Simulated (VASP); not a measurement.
# ZnS (P1) in VASP: notebook

ZnS is run at these levels: PBEsol; tasks: single point.

Everything below comes from runs of VASP 6.6.1. Logs are shortened: lines on timing, memory, paths and dates and some standing lists are left out, and cuts for length are marked.

**1. The cell of the first run**

The typed cell holds 4 atoms: a = 3.811 Å, b = 3.828 Å, c = 6.234 Å, α = 90.21°, β = 90.57°, γ = 120.43°.

**2. Single point, PBEsol (equal xy, yz and zx shear strains of -1 %)**

INCAR reads:

```
SYSTEM = ZnS
ALGO = Normal
EDIFF = 1E-6
ENCUT = 520
GGA = PS
ISIF = 2
ISMEAR = -1
LASPH = .True.
LCHARG = .False.
LREAL = .False.
LWAVE = .False.
NBANDS = 26
NELM = 80
PREC = Accurate
SIGMA = 0.03
```

KPOINTS reads:

```
k-points
0
Gamma
  8 8 5
  0 0 0
```

POSCAR reads:

```
ZnS
1.0
    3.8109987816     -0.0190549939     -0.0190549939
   -1.9220014996      3.3099492556     -0.0069746118
   -0.0311700000     -0.0311700000      6.2340000000
Zn S
2 2
Direct
    0.3333333333      0.6666666667      0.0000000000
    0.6666666667      0.3333333333      0.5000000000
    0.3333333333      0.6666666667      0.3850000000
    0.6666666667      0.3333333333      0.8850000000
```

Potentials or basis: VASP PAW PBE potentials, release 64 (Zn, S).

The run is started by

```bash
> cat potpaw_PBE.64/Zn/POTCAR potpaw_PBE.64/S/POTCAR > POTCAR
> mpirun -np 1 vasp_std > vasp.out
```

OUTCAR:

```text
SYSTEM = ZnS
   EDIFF = 1E-6
   ENCUT = 520
   GGA = PS
   ISIF = 2
   ISMEAR = -1
   LASPH = .True.
   LREAL = .False.
   NELM = 80
   PREC = Accurate

 ion  position               nearest neighbor table
   1  0.333  0.667  0.000-   4 2.30   4 2.32   4 2.33   3 2.40
   2  0.667  0.333  0.500-   3 2.31   3 2.31   3 2.32   4 2.40
   3  0.333  0.667  0.385-   2 2.31   2 2.31   2 2.32   1 2.40
   4  0.667  0.333  0.885-   1 2.30   1 2.32   1 2.33   2 2.40

  LATTYP: Found a triclinic cell.
 ALAT       =     3.7945979120
 B/A-ratio  =     1.0043472705
 C/A-ratio  =     1.6429028826
 COS(alpha) =     0.0099745013
 COS(beta)  =     0.0136846555
 COS(gamma) =     0.4934979113

  Lattice vectors:

 A1 = (   1.8889972820,   3.2908942617,  -0.0260296057)
 A2 = (   3.8109987816,  -0.0190549939,  -0.0190549939)
 A3 = (   0.0311700000,   0.0311700000,  -6.2340000000)

Analysis of symmetry for initial positions (statically):
=====================================================================
 Subroutine PRICEL returns:
 Original cell was already a primitive cell.

 Routine SETGRP: Setting up the symmetry group for a
 triclinic supercell.

 Subroutine GETGRP returns: Found  1 space group operations
 (whereof  1 operations were pure point group operations)
 out of a pool of  2 trial point group operations.

The static configuration has the point symmetry C_1 .

Analysis of symmetry for dynamics (positions and initial velocities):
=====================================================================
 Subroutine PRICEL returns:
 Original cell was already a primitive cell.

 Routine SETGRP: Setting up the symmetry group for a
 triclinic supercell.

 Subroutine GETGRP returns: Found  1 space group operations
 (whereof  1 operations were pure point group operations)
 out of a pool of  2 trial point group operations.

The dynamic configuration has the point symmetry C_1 .

 Subroutine INISYM returns: Found  1 space group operations
 (whereof  1 operations are pure point group operations),
 and found     1 'primitive' translations

----------------------------------------------------------------------------------------

                                     Primitive cell

  volume of cell :      78.4047

  direct lattice vectors                    reciprocal lattice vectors
     3.810998782 -0.019054994 -0.019054994     0.263172915  0.152822054  0.002079975
    -1.922001500  3.309949256 -0.006974612     0.001522647  0.303006805  0.001522647
[... 89 lines left out ...]
   EDIFF  = 0.1E-05   stopping-criterion for ELM
   LREAL  =      F    real-space projection
   EDIFFG = 0.1E-04   stopping-criterion for IOM
   NSW    =      0    number of steps for IOM
   IBRION =     -1    ionic relax: 0-MD 1-quasi-New 2-CG
   NFREE  =      0    steps in history (QN), initial steepest desc. (CG)
   ISIF   =      2    stress and relaxation
   ISYM   =      2    0-nonsym 1-usesym 2-fastsym
   POTIM  = 0.5000    time-step for ionic-motion
   TEBEG  =    0.0;   TEEND  =   0.0 temperature during run
   PSTRESS=    0.0 pullay stress
   NELECT =      36.0000    total number of electrons
   NUPDOWN=      -1.0000    fix difference up-down
   EMIN   =  10.00;   EMAX   =-10.00  energy-range for DOS
   EFERMI =   0.00;   METHOD = LEGACY
   ISMEAR =    -1;   SIGMA  =   0.03  broadening in eV -4-tet -1-fermi 0-gaus
   EFERMI_NEDOS =   21; number of points for ismear=-14 and -15
   IALGO  =     38    algorithm
   IMIX   =      4    mixing-type and parameters
     AMIX     =   0.40;   BMIX     =  1.00
     AMIX_MAG =   1.60;   BMIX_MAG =  1.00
  volume/ion in A,a.u.               =      19.60       132.28
  Fermi-wavevector in a.u.,A,eV,Ry     =   1.262975  2.386677 21.702745  1.595107
  Thomas-Fermi vector in A             =   2.396356
   LORBIT       =      0    0 simple, 1 ext, 2 COOP (PROOUT), +10 PAW based schemes
   GGA     = PS    functional components
   LHFCALC =     F    Hartree Fock is set to
   AEXX    =    0.0000 exact exchange contribution
   IVDW    =     0    specifies the selected vdW correction
   LEPSILON=     F    determine dielectric tensor
   LRPA    =     F    only Hartree local field effects (RPA)
 non-spin polarized calculation
  energy-cutoff  :      520.00
  volume of cell :       78.40
 maximum number of plane-waves:      2132
   NGX = 15   NGY = 15   NGZ = 23

 number of electron      35.9999977 magnetization

 Free energy of the ion-electron system (eV)
  ---------------------------------------------------
  ext. energy  EPLUGINS =         0.00000000
  ---------------------------------------------------
  free energy    TOTEN  =       -15.13842673 eV

  energy without entropy =      -15.13842673  energy(sigma->0) =      -15.13842673

 E-fermi :   2.6827     XC(G=0):  -9.8701

 val. band max:        2.1002265317   @ k =   0.0000   0.0000   0.0000
 cond. band min:       4.1848301624   @ k =   0.0000   0.0000   0.0000
 fundamental gap:      2.0846036308
 Fermi energy:         2.6827360020

 k-point     1 :       0.0000    0.0000    0.0000
  band No.  band energies     occupation
      1     -11.1391      2.00000
      2     -10.1975      2.00000
      3      -4.3348      2.00000
      4      -4.3320      2.00000
      5      -4.2711      2.00000
      6      -4.2690      2.00000
[... 685 lines left out ...]
     25      11.6437      0.00000
     26      11.8810      0.00000

 [... further k-points ...]

------------------------ aborting loop because EDIFF is reached ----------------------------------------

  FORCE on cell =-STRESS in cart. coord.  units (eV):
  Direction    XX          YY          ZZ          XY          YZ          ZX
  --------------------------------------------------------------------------------------
  -------------------------------------------------------------------------------------
  Total       -0.2253493     -0.2275666     -1.1358389      0.2863769      0.1800205      0.1800932
  in kB       -4.6049442     -4.6502552    -23.2105246      5.8520246      3.6786653      3.6801506
  external PRESSURE =     -10.8219080 kB  Pullay stress =       0.0000000 kB

 VOLUME and BASIS-vectors are now :
 -----------------------------------------------------------------------------
  energy-cutoff  :      520.00
  volume of cell :       78.40
      direct lattice vectors                 reciprocal lattice vectors
     3.810998782 -0.019054994 -0.019054994     0.263172915  0.152822054  0.002079975
    -1.922001500  3.309949256 -0.006974612     0.001522647  0.303006805  0.001522647
    -0.031170000 -0.031170000  6.234000000     0.000806124  0.000806124  0.160418713

 POSITION                                       TOTAL-FORCE (eV/Angst)
 -----------------------------------------------------------------------------------
     -0.01100      2.20028     -0.01100         0.093795      0.039135      0.310442
      1.88441      1.07503      3.10197        -0.017347      0.037189      0.308687
     -0.02300      2.18828      2.38909         0.031753     -0.037137     -0.308172
      1.87241      1.06303      5.50206        -0.108201     -0.039187     -0.310957
 -----------------------------------------------------------------------------------
    total drift:                                0.000051      0.000091     -0.000048

  FREE ENERGIE OF THE ION-ELECTRON SYSTEM (eV)
  ---------------------------------------------------
  free  energy   TOTEN  =       -15.1384267304 eV

  energy  without entropy=      -15.1384267304  energy(sigma->0) =      -15.13842673
```

Run time: 2.1 min. Hardware: 1 thread of Intel Xeon 6975P-C (Granite Rapids), shared host; peak memory 0.38 GiB.

Results:

```yaml
Free_energy: -15.1384 eV
Pressure: -1.1 GPa
Largest_force: 0.332 eV/Å
Band_gap_on_the_k_mesh: 2.08 eV
```

Forces on the atoms (eV/Å):
```
Zn   0.094  0.039  0.310
Zn  -0.017  0.037  0.309
S    0.032 -0.037 -0.308
S   -0.108 -0.039 -0.311
```

Stress tensor (GPa, compression positive):
```
-0.46  0.59  0.37
 0.59 -0.47  0.37
 0.37  0.37 -2.32
```

Caveat: the cell differs from its parent crystal (equal xy, yz and zx shear strains of -1 %); the PAW data sets were made with another functional, which shifts forces and pressure a little.

**3. Single point, PBEsol (equal xy, yz and zx shear strains of +2 %)**

INCAR reads:

```
  ALGO = Normal
  EDIFF = 1E-6
  ENCUT = 520
  GGA = PS
  ISIF = 2
  ISMEAR = -1
  LASPH = T
  LCHARG = F
  LREAL = F
  LWAVE = F
  NBANDS = 26
  NELM = 60
  PREC = Accurate
  SIGMA = 0.03
```

KPOINTS reads:

```
k-points
0
Gamma
  8 8 5
```

POSCAR reads:

```
ZnS
1.0
    3.8109987816      0.0381099878      0.0381099878
   -1.8724951732      3.2813667647      0.0139492237
    0.0623400000      0.0623400000      6.2340000000
Zn S
2 2
Direct
    0.3333333333      0.6666666667      0.0000000000
    0.6666666667      0.3333333333      0.5000000000
    0.3333333333      0.6666666667      0.3850000000
    0.6666666667      0.3333333333      0.8850000000
```

Potentials or basis: VASP PAW PBE potentials, release 64 (Zn, S).

The run is started by

```bash
> cat potpaw_PBE.64/Zn/POTCAR potpaw_PBE.64/S/POTCAR > POTCAR
> mpirun -np 1 vasp_std > vasp.out
```

It took 2.3 min on 1 thread of Intel Xeon 6975P-C (Granite Rapids), shared host; peak memory 0.38 GiB.

It converged, with:

```yaml
Free_energy: -15.1291 eV
Pressure: -1.0 GPa
Largest_force: 0.379 eV/Å
Band_gap_on_the_k_mesh: 2.07 eV
```

Forces in eV/Å, atoms in the order of the input:
```
Zn  -0.170 -0.064  0.316
Zn   0.035 -0.071  0.309
S   -0.062  0.071 -0.307
S    0.197  0.063 -0.318
```

Stress tensor (GPa, compression positive):
```
-0.40 -1.16 -0.73
-1.16 -0.42 -0.72
-0.73 -0.72 -2.30
```

Levels at points of the mesh, in eV from the valence-band top:
| k point | band 15 | band 16 | band 17 | band 18 | band 19 | band 20 | band 21 | band 22 |
| --- | --- | --- | --- | --- | --- | --- | --- | --- |
| (0.00, 0.00, 0.00) | -0.87 | -0.12 | -0.01 | 0.00 | 2.07 | 2.85 | 6.08 | 6.28 |
| (0.50, 0.00, 0.00) | -3.28 | -2.23 | -1.62 | -0.95 | 3.57 | 4.22 | 5.01 | 7.12 |
| (0.00, 0.50, 0.00) | -3.24 | -2.31 | -1.63 | -1.03 | 3.45 | 4.13 | 5.01 | 7.02 |
| (0.50, 0.50, 0.00) | -3.20 | -2.40 | -1.65 | -1.10 | 3.33 | 4.03 | 5.03 | 6.92 |

Caveat: the cell differs from its parent crystal (equal xy, yz and zx shear strains of +2 %); the PAW data sets were made with another functional, which shifts forces and pressure a little.
